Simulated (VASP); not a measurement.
A run of VASP 6.6.1 is set up as follows.

Contents of INCAR:

```
SYSTEM = AgBr
PREC     = Accurate       ! precision mode
ENCUT    = 500            ! plane-wave cutoff, eV
EDIFF    = 1E-6           ! SCF threshold, eV
ISMEAR   = -1             ! smearing method
SIGMA    = 0.08           ! smearing width, eV
LREAL    = .False.        ! projectors in reciprocal space
LASPH    = .True.         ! aspherical terms in the spheres
NELM     = 120            ! most SCF steps
ALGO     = Normal         ! electronic algorithm
ISIF     = 2              ! what is computed and relaxed
LWAVE    = .False.        ! write WAVECAR
LCHARG   = .False.        ! write CHGCAR
GGA      = PE             ! functional
NBANDS   = 16             ! bands
GGA_COMPAT= .False.
```

The input KPOINTS:

```
regular mesh
0
Gamma
  14 14 14
  0 0 0
```

The input POSCAR:

```
AgBr
1.0
    0.0000000000      2.7555540564      2.7555540564
    2.7555540564      0.0000000000      2.7555540564
    2.7555540564      2.7555540564      0.0000000000
Ag Br
1 1
Direct
    0.0000000000      0.0000000000      0.0000000000
    0.5000000000      0.5000000000      0.5000000000
```

Potentials or basis: VASP PAW PBE potentials, release 64 (Ag, Br).

Launch:

```sh
$ cat potpaw_PBE.64/Ag/POTCAR potpaw_PBE.64/Br/POTCAR > POTCAR
$ mpirun -np 1 vasp_std > vasp.out
```

(1) What does it give for the pressure?

(2) Estimate the band gap on the k mesh.

Answers

(1) 10.7 GPa.

(2) 0.69 eV (least direct gap 3.09 eV).

Caveat: the cell stands under pressure.
